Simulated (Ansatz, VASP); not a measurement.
**One calculation of Te, two programs**

INCAR

```
PREC = Accurate ; ENCUT = 520
EDIFF = 1E-8 ; ISMEAR = -1
SIGMA = 0.05 ; LREAL = F
LASPH = T ; NELM = 80
ALGO = Normal ; ISIF = 2
LWAVE = F ; LCHARG = F
GGA = PE ; LEFG = T
NBANDS = 16
```

File KPOINTS:

```
regular mesh
0
Gamma
  8 8 8
```

File POSCAR:

```
Te
1.0
    4.3611230000     -2.4423360000      0.0000000000
    4.3611230000      2.4423360000      0.0000000000
   -0.1343635000      0.0000000000      3.9573500000
Te
3
Direct
    0.6760000000      0.6760000000      0.6750000000
    0.3240000000      0.3240000000      0.3250000000
    0.0000000000      0.0000000000      0.0000000000
```

Input for Ansatz:

```yaml
crystal:
  lattice:
    - [4.361123, -2.442336, 0.0]
    - [4.361123, 2.442336, 0.0]
    - [-0.1343635, 0.0, 3.95735]
  atoms:
    - { symbol: Te, position: [0.676, 0.676, 0.675] }
    - { symbol: Te, position: [0.324, 0.324, 0.325] }
    - { symbol: Te, position: [0.0, 0.0, 0.0] }
kpoints:
  mp_grid: { grid: [8, 8, 8] }
scf:
  occupations: { method: fermi_dirac, width: 0.05 }
hamiltonian:
  xc: pbe
  pseudopotentials: { kind: all_electron, datasets: crystal }
output:
  forces: true
  stress: true
  eigenvalues: true
  efg: { contact_densities: true }
```

Change from the starting cell: equal xx and yy strain of +3 %, crystal datasets.

Alike in both runs: task electric field gradients; functional PBE; k mesh 8 × 8 × 8; occupations fermi-dirac, width 0.05 eV; no spin polarisation.

|  | VASP | Ansatz |
| --- | --- | --- |
| version | VASP 6.6.1 | Ansatz 0.2.0 |
| potentials or method | VASP PAW PBE potentials, release 64 (Te), cutoff 520 eV | all-electron PAW with datasets made for the crystal, scalar-relativistic |

VASP gave:

```
pressure (GPa)                                                : 3.8
traceless stress, the component that is largest in VASP (GPa) : 2.77
rms of the force components (eV/Å)                            : 0.150
size of Vzz on the site where it differs most (V/Å²)          : 326.6
```

Task: What did Ansatz give for the same quantities?

Result: Pressure (GPa): 3.9; traceless stress, the component that is largest in VASP (GPa): 2.77; rms of the force components (eV/Å): 0.149; size of Vzz on the site where it differs most (V/Å²): 337.8.

Atom by atom the forces differ by 0.001 eV/Å (rms over components). Ansatz ran all-electron here, and VASP with PAW potentials.

Neither program's run includes spin-orbit coupling.
